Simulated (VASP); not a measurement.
A run of VASP 6.6.1 is set up as follows.

INCAR

```
SYSTEM = Ni
  PREC = Accurate
  ENCUT = 520
  EDIFF = 1E-7
  ISMEAR = -1
  SIGMA = 0.05
  LREAL = .False.
  LASPH = .True.
  NELM = 150
  ALGO = Normal
  ISIF = 2
  LWAVE = .False.
  LCHARG = .False.
  ISPIN = 2
  MAGMOM = 2
  LORBIT = 11
  LMAXMIX = 4
  GGA = PE
  NBANDS = 15
```

The input KPOINTS:

```
regular mesh
0
Gamma
  12 12 12
  0 0 0
```

The input POSCAR:

```
Ni
1.0
    0.0000000000      1.7673500000      1.7673500000
    1.7673500000      0.0000000000      1.7673500000
    1.7673500000      1.7673500000      0.0000000000
Ni
1
Direct
    0.0000000000      0.0000000000      0.0000000000
```

Potentials or basis: VASP PAW PBE potentials, release 64 (Ni).

Run with:

```bash
$ cat potpaw_PBE.64/Ni/POTCAR > POTCAR
$ mpirun -np 1 vasp_std > vasp.out
```

Task: What does it give for the site moments?

Result: Ni +0.69 μB.

Task: Predict the pressure.

Result: -2.3 GPa.

Task: Estimate the net moment.

Result: 0.68 μB per cell.
